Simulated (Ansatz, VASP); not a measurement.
Two plane-wave programs on Ir

```
Ir
1.0
     2.75138    0.00000    0.00000
    -1.37569    2.38276    0.00000
     0.00000    0.00000    4.46229
Ir
2
Direct
  0.33333 0.66667 0.25000
  0.66667 0.33333 0.75000
```

Alike in both runs: task single point; functional PBE; k mesh 11 × 11 × 6; occupations gaussian, width 0.015 eV; no spin polarisation.

|  | VASP | Ansatz |
| --- | --- | --- |
| version | VASP 6.6.1 | Ansatz 0.2.0 |
| potentials or method | VASP PAW PBE potentials, release 64 (Ir) | Ansatz PAW |
| plane-wave cutoff (eV) | 520 | 420 |
| valence electrons in the cell | 18 | 34 |

VASP gave:

| Item | Value |
| --- | --- |
| gap on the k mesh at the Fermi level (eV) | none |
| pressure (GPa) | -1.0 |
| traceless stress, the component that is largest in VASP (GPa) | 0.76 |

Question: What did Ansatz give for the same quantities?

Answer: gap on the k mesh at the Fermi level (eV): none; pressure (GPa): -1.4; traceless stress, the component that is largest in VASP (GPa): 0.65.

A gap of «none» marks a metal or a gap that the smearing closes. VASP's potentials hold 18 valence electrons a cell and Ansatz's 34, so a difference there can come from the potentials and not from the codes.

Neither program's run includes spin-orbit coupling.
